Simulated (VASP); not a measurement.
# Mg3Te (I4/mmm) in VASP: a series of runs, part 2 of 2

VASP 6.6.1.

**4. Single point, LDA (23.69 Å³/atom)**

This run uses another cell than the first one, of 23.69 Å³/atom.

Input file INCAR:

```
PREC = Accurate
ENCUT = 520
EDIFF = 1E-6
ISMEAR = -1
SIGMA = 0.05
LREAL = False
LASPH = True
NELM = 60
ALGO = Fast
ISIF = 2
LWAVE = False
LCHARG = False
GGA = CA
NBANDS = 14
```

Input file KPOINTS:

```
regular mesh
0
Gamma
  9 9 9
```

Input file POSCAR:

```
Mg3Te
1.0
   -2.1250014466      2.1250014466      5.2470339922
    2.1250014466     -2.1250014466      5.2470339922
    2.1250014466      2.1250014466     -5.2470339922
Te Mg
1 3
Direct
    0.0000000000      0.0000000000      0.0000000000
    0.2500000000      0.7500000000      0.5000000000
    0.7500000000      0.2500000000      0.5000000000
    0.5000000000      0.5000000000      0.0000000000
```

Potentials or basis: VASP PAW LDA potentials, release 64 (Te, Mg).

Command:

```
$ cat potpaw_LDA.64/Te/POTCAR potpaw_LDA.64/Mg/POTCAR > POTCAR
$ mpirun -np 1 vasp_std > vasp.out
```

OUTCAR:

```text
PREC = Accurate
   ENCUT = 520
   EDIFF = 1E-6
   ISMEAR = -1
   LREAL = False
   LASPH = True
   NELM = 60
   ISIF = 2
   GGA = CA

 ion  position               nearest neighbor table
   1  0.000  0.000  0.000-   4 3.01   4 3.01   4 3.01   4 3.01   3 3.38   2 3.38   3 3.38   2 3.38
                             3 3.38   3 3.38   2 3.38   2 3.38
   2  0.250  0.750  0.500-   3 3.01   3 3.01   3 3.01   3 3.01   4 3.38   1 3.38   4 3.38   4 3.38
                             1 3.38   1 3.38   4 3.38   1 3.38
   3  0.750  0.250  0.500-   2 3.01   2 3.01   2 3.01   2 3.01   4 3.38   1 3.38   4 3.38   1 3.38
                             4 3.38   4 3.38   1 3.38   1 3.38
   4  0.500  0.500  0.000-   1 3.01   1 3.01   1 3.01   1 3.01   3 3.38   2 3.38   3 3.38   3 3.38
                             2 3.38   2 3.38   3 3.38   2 3.38

  LATTYP: Found a body centered tetragonal cell.
 ALAT       =     4.2500028932
 C/A-ratio  =     2.4691907860

  Lattice vectors:

 A1 = (  -2.1250014466,   2.1250014466,   5.2470339922)
 A2 = (   2.1250014466,  -2.1250014466,   5.2470339922)
 A3 = (   2.1250014466,   2.1250014466,  -5.2470339922)

Analysis of symmetry for initial positions (statically):
=====================================================================
 Subroutine PRICEL returns:
 Original cell was already a primitive cell.

 Routine SETGRP: Setting up the symmetry group for a
 body centered tetragonal supercell.

 Subroutine GETGRP returns: Found 16 space group operations
 (whereof 16 operations were pure point group operations)
 out of a pool of 16 trial point group operations.

The static configuration has the point symmetry D_4h.

Analysis of symmetry for dynamics (positions and initial velocities):
=====================================================================
 Subroutine PRICEL returns:
 Original cell was already a primitive cell.

 Routine SETGRP: Setting up the symmetry group for a
 body centered tetragonal supercell.

 Subroutine GETGRP returns: Found 16 space group operations
 (whereof 16 operations were pure point group operations)
 out of a pool of 16 trial point group operations.
[... 140 lines left out ...]
 maximum number of plane-waves:      2585
 NGX is ok and might be reduce to    48
   NGX = 23   NGY = 23   NGZ = 23

 number of electron      12.0000000 magnetization

 Free energy of the ion-electron system (eV)
  ---------------------------------------------------
  ext. energy  EPLUGINS =         0.00000000
  ---------------------------------------------------
  free energy    TOTEN  =        -9.99600875 eV

  energy without entropy =       -9.97645460  energy(sigma->0) =       -9.98623168

 E-fermi :   4.5649     XC(G=0):  -9.1919

 val. band max:        4.5377990158   @ k =   0.2222   0.1111   0.1111
 cond. band min:       4.5688263695   @ k =  -0.1111   0.1111   0.0000
 fundamental gap:      0.0310273537
 Fermi energy:         4.5649184070

 k-point     1 :       0.0000    0.0000    0.0000
  band No.  band energies     occupation
      1      -7.8044      2.00000
      2       0.2112      2.00000
      3       0.3120      2.00000
      4       1.9100      2.00000
      5       1.9100      2.00000
      6       4.7969      0.01914
      7       5.8005      0.00000
      8       6.1279      0.00000
      9       6.1279      0.00000
     10       6.3222      0.00000
     11       8.0800      0.00000
     12      11.0443      0.00000
     13      11.0443      0.00000
     14      11.2476      0.00000
[... 377 lines left out ...]
      1      -6.9093      2.00000
      2      -0.6249      2.00000
      3      -0.3648      2.00000
      4       0.7135      2.00000
      5       2.1537      2.00000
      6       3.1881      2.00000
      7       4.4480      1.82401
      8       5.2524      0.00000
      9       5.9231      0.00000
     10       6.5359      0.00000
     11       9.7657      0.00000
     12      10.6344      0.00000
     13      12.3479      0.00000
     14      12.8268      0.00000

 [... further k-points ...]

------------------------ aborting loop because EDIFF is reached ----------------------------------------

  FORCE on cell =-STRESS in cart. coord.  units (eV):
  Direction    XX          YY          ZZ          XY          YZ          ZX
  --------------------------------------------------------------------------------------
  -------------------------------------------------------------------------------------
  Total       -1.1224086     -1.1224086     -1.1210073      0.0000000      0.0000000      0.0000000
  in kB      -18.9744511    -18.9744511    -18.9507630      0.0000000      0.0000000      0.0000000
  external PRESSURE =     -18.9665551 kB  Pullay stress =       0.0000000 kB

 VOLUME and BASIS-vectors are now :
 -----------------------------------------------------------------------------
  energy-cutoff  :      520.00
  volume of cell :       94.77
      direct lattice vectors                 reciprocal lattice vectors
    -2.125001447  2.125001447  5.247033992     0.000000000  0.235293957  0.095291931
     2.125001447 -2.125001447  5.247033992     0.235293957  0.000000000  0.095291931
     2.125001447  2.125001447 -5.247033992     0.235293957  0.235293957  0.000000000

 POSITION                                       TOTAL-FORCE (eV/Angst)
 -----------------------------------------------------------------------------------
      0.00000      0.00000      0.00000         0.000000      0.000000     -0.000000
      2.12500      0.00000      2.62352        -0.000000      0.000000     -0.000000
      0.00000      2.12500      2.62352         0.000000     -0.000000      0.000000
      0.00000      0.00000      5.24703         0.000000      0.000000     -0.000000
 -----------------------------------------------------------------------------------
    total drift:                                0.000000     -0.000000     -0.000000

  FREE ENERGIE OF THE ION-ELECTRON SYSTEM (eV)
  ---------------------------------------------------
  free  energy   TOTEN  =        -9.9960087536 eV

  energy  without entropy=       -9.9764546027  energy(sigma->0) =       -9.98623168
```

stdout:

```text
POSCAR found type information on POSCAR TeMg
 POSCAR found :  2 types and       4 ions
 scaLAPACK will be used
 LDA part: xc-table for (Slater(with rela. corr.)+CA(PZ))
 , standard interpolation
 POSCAR, INCAR and KPOINTS ok, starting setup
 FFT: planning ... GRIDC
 FFT: planning ... GRID_SOFT
 FFT: planning ... GRID
 WAVECAR not read
 entering main loop
```

Run time: 73 s. Hardware: 1 thread of AMD EPYC 9R45 (Zen 5), shared host; peak memory 0.28 GiB.

Results:

```yaml
Free_energy: -9.9960 eV
Pressure: -1.9 GPa
Band_gap_on_the_k_mesh: zero (bands 6 and 7 overlap by 1.37 eV)
```

Caveat: spin-orbit coupling is left out, which moves the levels of the heavy elements.

**5. The runs side by side**

```csv
cell,gap on the mesh (eV),pressure (GPa)
"a = 5.963 Å, angles 138.9, 138.9, 59.6°, 4 atoms",none,-0.3
"a = 6.005 Å, angles 138.9, 138.9, 59.6°, 4 atoms",none,-1.1
"a = 6.047 Å, angles 138.9, 138.9, 59.6°, 4 atoms",none,-1.9
```

Alike in all rows: task single point; level LDA; potentials or basis VASP PAW LDA potentials, release 64 (Te, Mg); no spin polarisation; k mesh 9 × 9 × 9; cutoff (eV) 520; smearing fermi-dirac 0.05 eV.

Caveats: spin-orbit coupling is left out, which moves the levels of the heavy elements.

Absolute energies hang on the potentials; compare differences alone.

The gap in the log of VASP goes by the Fermi energy; the results here count the filled bands.